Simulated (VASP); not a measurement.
# BeTe (F-43m) in VASP: a series of runs

Runs on BeTe. Level: PBE. Tasks: single point, relaxation of cell and atoms.

Program: VASP 6.6.1. These are calculated values, not measurements. Logs are shortened: lines on timing, memory, paths and dates and some standing lists are left out, and cuts for length are marked.

## (1) The cell of the first run

The structure is cubic, space group F-43m (No. 216). Conventional cell: a = 5.664 Å, b = 5.664 Å, c = 5.664 Å, α = 90.00°, β = 90.00°, γ = 90.00°. Be (site symmetry -43m) has 4 Te at 2.45 Å within 3.2 Å. Te (site symmetry -43m) has 4 Be at 2.45 Å within 3.2 Å.

## (2) Single point, PBE

Contents of INCAR:

```
PREC = Accurate ; ENCUT = 520
EDIFF = 1E-6 ; ISMEAR = 0
SIGMA = 0.01 ; LREAL = False
LASPH = True ; NELM = 100
ALGO = Normal ; ISIF = 2
LWAVE = False ; LCHARG = True
GGA = PE ; LELF = True
LVHAR = True ; NBANDS = 11
```

Contents of KPOINTS:

```
Automatic mesh
0
Gamma
  8 8 8
```

Contents of POSCAR:

```
BeTe
1.0
    0.0000000000      2.8318155122      2.8318155122
    2.8318155122      0.0000000000      2.8318155122
    2.8318155122      2.8318155122      0.0000000000
Be Te
1 1
Direct
    0.0000000000      0.0000000000      0.0000000000
    0.2500000000      0.2500000000      0.2500000000
```

Potentials or basis: VASP PAW PBE potentials, release 64 (Be, Te).

The run is started by

```sh
cat potpaw_PBE.64/Be/POTCAR potpaw_PBE.64/Te/POTCAR > POTCAR
mpirun -np 1 vasp_std > vasp.out
```

OUTCAR:

```text
PREC = Accurate
   ENCUT = 520
   EDIFF = 1E-6
   ISMEAR = 0
   LREAL = False
   LASPH = True
   NELM = 100
   ISIF = 2
   GGA = PE

 ion  position               nearest neighbor table
   1  0.000  0.000  0.000-   2 2.45   2 2.45   2 2.45   2 2.45
   2  0.250  0.250  0.250-   1 2.45   1 2.45   1 2.45   1 2.45

  LATTYP: Found a face centered cubic cell.
 ALAT       =     5.6636310244

  Lattice vectors:

 A1 = (   0.0000000000,   2.8318155122,   2.8318155122)
 A2 = (   2.8318155122,   0.0000000000,   2.8318155122)
 A3 = (   2.8318155122,   2.8318155122,   0.0000000000)

Analysis of symmetry for initial positions (statically):
=====================================================================
 Subroutine PRICEL returns:
 Original cell was already a primitive cell.

 Routine SETGRP: Setting up the symmetry group for a
 face centered cubic supercell.

 Subroutine GETGRP returns: Found 24 space group operations
 (whereof 24 operations were pure point group operations)
 out of a pool of 48 trial point group operations.

The static configuration has the point symmetry T_d .

Analysis of symmetry for dynamics (positions and initial velocities):
=====================================================================
 Subroutine PRICEL returns:
 Original cell was already a primitive cell.

 Routine SETGRP: Setting up the symmetry group for a
 face centered cubic supercell.

 Subroutine GETGRP returns: Found 24 space group operations
 (whereof 24 operations were pure point group operations)
 out of a pool of 48 trial point group operations.

The dynamic configuration has the point symmetry T_d .

 Subroutine INISYM returns: Found 24 space group operations
 (whereof 24 operations are pure point group operations),
 and found     1 'primitive' translations

----------------------------------------------------------------------------------------

                                     Primitive cell

  volume of cell :      45.4177

  direct lattice vectors                    reciprocal lattice vectors
     0.000000000  2.831815512  2.831815512    -0.176565174  0.176565174  0.176565174
     2.831815512  0.000000000  2.831815512     0.176565174 -0.176565174  0.176565174
     2.831815512  2.831815512  0.000000000     0.176565174  0.176565174 -0.176565174

  length of vectors
     4.004791903  4.004791903  4.004791903     0.305819853  0.305819853  0.305819853

  position of ions in fractional coordinates (direct lattice)
     0.000000000  0.000000000  0.000000000
     0.250000000  0.250000000  0.250000000

  ion indices of the primitive-cell ions
   primitive index   ion index
                 1           1
                 2           2

----------------------------------------------------------------------------------------

 KPOINTS: Automatic mesh

Automatic generation of k-mesh.
 Grid dimensions read from file:
 generate k-points for:    8    8    8

 Generating k-lattice:

  Cartesian coordinates                     Fractional coordinates (reciprocal lattice)
    -0.022070647  0.022070647  0.022070647     0.125000000  0.000000000  0.000000000
     0.022070647 -0.022070647  0.022070647     0.000000000  0.125000000  0.000000000
     0.022070647  0.022070647 -0.022070647     0.000000000  0.000000000  0.125000000

  Length of vectors
     0.038227482  0.038227482  0.038227482

  Shift w.r.t. Gamma in fractional coordinates (k-lattice)
     0.000000000  0.000000000  0.000000000

 Subroutine IBZKPT returns following result:
 ===========================================

 Found     29 irreducible k-points:

 Following reciprocal coordinates:
            Coordinates               Weight
  0.000000  0.000000  0.000000      1.000000
  0.125000  0.000000  0.000000      8.000000
  0.250000  0.000000  0.000000      8.000000
  0.375000  0.000000  0.000000      8.000000
  0.500000  0.000000  0.000000      4.000000
  0.125000  0.125000  0.000000      6.000000
[... 16 lines left out ...]
  0.500000  0.250000  0.125000     48.000000
 -0.375000  0.250000  0.125000     24.000000
 [... further k-points ...]
   k-points           NKPTS =     29   k-points in BZ     NKDIM =     29   number of bands    NBANDS=     11
   number of dos      NEDOS =    301   number of ions     NIONS =      2
   total plane-waves  NPLWV =  27000
   dimension x,y,z NGX =    30 NGY =   30 NGZ =   30
   dimension x,y,z NGXF=    60 NGYF=   60 NGZF=   60
   ions per type =               1   1
   NGX,Y,Z   is equivalent  to a cutoff of  12.45, 12.45, 12.45 a.u.
   NGXF,Y,Z  is equivalent  to a cutoff of  24.91, 24.91, 24.91 a.u.
 SYSTEM =  unknown system
   PREC   = accura    normal or accurate (medium, high low for compatibility)
   ISTART =      0    job   : 0-new  1-cont  2-samecut
   ICHARG =      2    charge: 1-file 2-atom 10-const
   ISPIN  =      1    spin polarized calculation?
   LNONCOLLINEAR =      F non collinear calculations
   LSORBIT =      F    spin-orbit coupling
   LASPH  =      T    aspherical Exc in radial PAW
   ENCUT  =  520.0 eV  38.22 Ry    6.18 a.u.   7.45  7.45  7.45*2*pi/ulx,y,z
   NELM   =    100;   NELMIN=  2; NELMDL= -5     # of ELM steps
   EDIFF  = 0.1E-05   stopping-criterion for ELM
   LREAL  =      F    real-space projection
   EDIFFG = 0.1E-04   stopping-criterion for IOM
   NSW    =      0    number of steps for IOM
   IBRION =     -1    ionic relax: 0-MD 1-quasi-New 2-CG
   NFREE  =      0    steps in history (QN), initial steepest desc. (CG)
   ISIF   =      2    stress and relaxation
   ISYM   =      2    0-nonsym 1-usesym 2-fastsym
   POTIM  = 0.5000    time-step for ionic-motion
   TEBEG  =    0.0;   TEEND  =   0.0 temperature during run
   PSTRESS=    0.0 pullay stress
   NELECT =       8.0000    total number of electrons
   NUPDOWN=      -1.0000    fix difference up-down
   EMIN   =  10.00;   EMAX   =-10.00  energy-range for DOS
   EFERMI =   0.00;   METHOD = LEGACY
   ISMEAR =     0;   SIGMA  =   0.01  broadening in eV -4-tet -1-fermi 0-gaus
   EFERMI_NEDOS =   21; number of points for ismear=-14 and -15
   IALGO  =     38    algorithm
   IMIX   =      4    mixing-type and parameters
     AMIX     =   0.40;   BMIX     =  1.00
     AMIX_MAG =   1.60;   BMIX_MAG =  1.00
  volume/ion in A,a.u.               =      22.71       153.25
  Fermi-wavevector in a.u.,A,eV,Ry     =   0.917691  1.734185 11.458242  0.842157
  Thomas-Fermi vector in A             =   2.042689
   LORBIT       =      0    0 simple, 1 ext, 2 COOP (PROOUT), +10 PAW based schemes
   GGA     = PE    functional components
   LHFCALC =     F    Hartree Fock is set to
   AEXX    =    0.0000 exact exchange contribution
   IVDW    =     0    specifies the selected vdW correction
   LEPSILON=     F    determine dielectric tensor
   LRPA    =     F    only Hartree local field effects (RPA)
 non-spin polarized calculation
 Gauss-broadening in eV      SIGMA  =   0.01
  energy-cutoff  :      520.00
  volume of cell :       45.42
 maximum number of plane-waves:      1243
 NGX is ok and might be reduce to    30
   NGX = 15   NGY = 15   NGZ = 15

 number of electron       8.0000000 magnetization

 Free energy of the ion-electron system (eV)
  ---------------------------------------------------
  ext. energy  EPLUGINS =         0.00000000
  ---------------------------------------------------
  free energy    TOTEN  =        -7.62445920 eV

  energy without entropy =       -7.62445920  energy(sigma->0) =       -7.62445920

 E-fermi :   4.9502     XC(G=0):  -8.9894

 val. band max:        4.9096468772   @ k =   0.0000   0.0000   0.0000
 cond. band min:       6.9239996086   @ k =   0.5000   0.5000   0.0000
 fundamental gap:      2.0143527314
 Fermi energy:         4.9501915309

 k-point     1 :       0.0000    0.0000    0.0000
  band No.  band energies     occupation
      1      -7.2778      2.00000
      2       4.9096      2.00000
      3       4.9096      2.00000
      4       4.9096      2.00000
      5       8.5331      0.00000
      6       8.5331      0.00000
      7       8.5331      0.00000
      8       8.6089      0.00000
      9      13.2011      0.00000
     10      15.1192      0.00000
     11      15.1192      0.00000

 k-point     2 :       0.1250    0.0000    0.0000
  band No.  band energies     occupation
      1      -7.1337      2.00000
      2       3.6166      2.00000
      3       4.6816      2.00000
      4       4.6816      2.00000
      5       8.4181      0.00000
      6       8.8682      0.00000
      7       8.8682      0.00000
      8       9.9219      0.00000
      9      13.6269      0.00000
     10      14.2121      0.00000
     11      14.2121      0.00000

 k-point     3 :       0.2500    0.0000    0.0000
  band No.  band energies     occupation
      1      -6.7372      2.00000
      2       1.6478      2.00000
      3       4.2539      2.00000
      4       4.2539      2.00000
      5       8.1858      0.00000
      6       9.3915      0.00000
      7       9.3915      0.00000
      8      11.8535      0.00000
      9      13.9363      0.00000
     10      13.9363      0.00000
     11      13.9425      0.00000

 k-point     4 :       0.3750    0.0000    0.0000
  band No.  band energies     occupation
      1      -6.2352      2.00000
      2       0.0967      2.00000
      3       3.9237      2.00000
      4       3.9237      2.00000
      5       8.0052      0.00000
      6       9.5323      0.00000
      7       9.5323      0.00000
      8      12.7521      0.00000
      9      14.5941      0.00000
     10      14.9559      0.00000
     11      14.9559      0.00000

 k-point     5 :       0.5000    0.0000    0.0000
  band No.  band energies     occupation
      1      -5.9750      2.00000
      2      -0.5241      2.00000
      3       3.8050      2.00000
      4       3.8050      2.00000
      5       7.9410      0.00000
      6       9.5063      0.00000
      7       9.5063      0.00000
      8      12.7336      0.00000
      9      15.7749      0.00000
     10      16.3498      0.00000
     11      16.3498      0.00000
[... 211 lines left out ...]
 k-point    21 :       0.5000    0.5000    0.0000
  band No.  band energies     occupation
      1      -5.4993      2.00000
      2      -0.1163      2.00000
      3       2.3272      2.00000
      4       2.3272      2.00000
      5       6.9240      0.00000
      6       7.5984      0.00000
      7      14.5081      0.00000
      8      14.5081      0.00000
      9      16.3594      0.00000
     10      17.7386      0.00000
     11      18.2548      0.00000

 k-point    22 :       0.3750    0.2500    0.1250
  band No.  band energies     occupation
      1      -6.4099      2.00000
      2       1.3931      2.00000
      3       2.7148      2.00000
      4       3.7132      2.00000
      5       8.5103      0.00000
      6       9.7002      0.00000
      7      10.3110      0.00000
      8      11.1521      0.00000
      9      13.9044      0.00000
     10      15.4263      0.00000
     11      15.9621      0.00000

 k-point    23 :       0.5000    0.2500    0.1250
  band No.  band energies     occupation
      1      -5.9652      2.00000
      2       0.3665      2.00000
      3       2.1840      2.00000
      4       3.2697      2.00000
      5       8.9416      0.00000
      6       9.5788      0.00000
      7      10.7985      0.00000
      8      11.7841      0.00000
      9      14.7106      0.00000
     10      15.1684      0.00000
     11      17.0866      0.00000

 k-point    24 :      -0.3750    0.2500    0.1250
  band No.  band energies     occupation
      1      -5.7423      2.00000
      2      -0.1130      2.00000
      3       2.0738      2.00000
      4       3.0531      2.00000
      5       9.0924      0.00000
      6       9.2997      0.00000
      7      11.5238      0.00000
      8      12.6061      0.00000
      9      13.3847      0.00000
     10      16.4276      0.00000
     11      16.7657      0.00000

 [... further k-points ...]
[... 5 lines left out ...]
  --------------------------------------------------------------------------------------
  -------------------------------------------------------------------------------------
  Total        0.0406162      0.0406162      0.0406162      0.0000000      0.0000000     -0.0000000
  in kB        1.4327978      1.4327978      1.4327978      0.0000000      0.0000000     -0.0000000
  external PRESSURE =       1.4327978 kB  Pullay stress =       0.0000000 kB

 VOLUME and BASIS-vectors are now :
 -----------------------------------------------------------------------------
  energy-cutoff  :      520.00
  volume of cell :       45.42
      direct lattice vectors                 reciprocal lattice vectors
     0.000000000  2.831815512  2.831815512    -0.176565174  0.176565174  0.176565174
     2.831815512  0.000000000  2.831815512     0.176565174 -0.176565174  0.176565174
     2.831815512  2.831815512  0.000000000     0.176565174  0.176565174 -0.176565174

 POSITION                                       TOTAL-FORCE (eV/Angst)
 -----------------------------------------------------------------------------------
      0.00000      0.00000      0.00000         0.000000      0.000000      0.000000
      1.41591      1.41591      1.41591        -0.000000     -0.000000     -0.000000
 -----------------------------------------------------------------------------------
    total drift:                                0.000000      0.000000      0.000000

  FREE ENERGIE OF THE ION-ELECTRON SYSTEM (eV)
  ---------------------------------------------------
  free  energy   TOTEN  =        -7.6244591956 eV

  energy  without entropy=       -7.6244591956  energy(sigma->0) =       -7.62445920
```

Run time: 7.3 s. Hardware: 1 thread of Intel Xeon 6975P-C (Granite Rapids), shared host; peak memory 0.17 GiB.

Results:

| Item | Value |
| --- | --- |
| Free energy | -7.6245 eV |
| Pressure | 0.1 GPa |
| Band gap on the k mesh | 2.01 eV, indirect (least direct gap 3.62 eV) |

Caveat: spin-orbit coupling is left out, which moves the levels of the heavy elements.

## (3) Relaxation of cell and atoms, PBE

This run uses another cell than the first one, of 21.25 Å³/atom, 0.936 times its volume.

Contents of INCAR:

```
ALGO = Normal
EDIFF = 1E-7
EDIFFG = -0.01
ENCUT = 600
GGA = PE
IBRION = 2
ISIF = 3
ISMEAR = 0
LASPH = T
LCHARG = F
LREAL = F
LWAVE = F
NELM = 60
NSW = 80
PREC = Accurate
SIGMA = 0.01
```

Contents of KPOINTS:

```
k-points
0
Gamma
  8 8 8
```

Contents of POSCAR:

```
BeTe
1.0
    0.0000000000      2.7700000000      2.7700000000
    2.7700000000      0.0000000000      2.7700000000
    2.7700000000      2.7700000000      0.0000000000
Be Te
1 1
Direct
    0.0000000000      0.0000000000      0.0000000000
    0.2500000000      0.2500000000      0.2500000000
```

Potentials or basis: VASP PAW PBE potentials, release 64 (Be, Te).

The run is started by

```sh
cat potpaw_PBE.64/Be/POTCAR potpaw_PBE.64/Te/POTCAR > POTCAR
mpirun -np 1 vasp_std > vasp.out
```

Run time: 11 s. Hardware: 1 thread of Intel Xeon 6975P-C (Granite Rapids), shared host; peak memory 0.19 GiB.

It converged, with:

* Free energy: -7.6245 eV
* Relaxed volume: 22.76 Å³/atom
* Relaxed cell: a = 4.008 Å, b = 4.008 Å, c = 4.008 Å, α = 60.00°, β = 60.00°, γ = 60.00°
* Space group after relaxing (to 0.05 Å): F-43m (No. 216)
* Energy gained by relaxing: 19.8 meV/atom
* Ionic steps: 3
* Pressure after relaxing: 0.0 GPa
* Band gap on the k mesh: 2.02 eV, indirect (least direct gap 3.63 eV)

The path:
```
step  energy change (eV)  largest force (eV/Å)  pressure (GPa)  volume (Å³)
   1              0.0000                0.0000            4.45        42.51
   2             -0.0377                0.0000           -0.85        46.25
   3             -0.0396                0.0000            0.01        45.52
```

Final structure:
```
Be Te
1.0
     0.00000    2.83396    2.83396
     2.83396    0.00000    2.83396
     2.83396    2.83396    0.00000
Be Te
1 1
Direct
  0.00000 0.00000 0.00000
  0.25000 0.25000 0.25000
```

Levels at points of the mesh, in eV from the valence-band top:
```
           k point  band 1  band 2  band 3  band 4  band 5  band 6  band 7  band 8
(0.00, 0.00, 0.00)  -12.17    0.00    0.00    0.00    3.63    3.63    3.63    3.68
(0.50, 0.00, 0.00)  -10.88   -5.42   -1.10   -1.10    3.03    4.60    4.60    7.82
(0.50, 0.50, 0.00)  -10.40   -5.01   -2.57   -2.57    2.02    2.69    9.58    9.58
```

Caveat: spin-orbit coupling is left out, which moves the levels of the heavy elements. PBE usually gives volumes a little too large and moduli too small.

(Continued in part 2 of 2.)
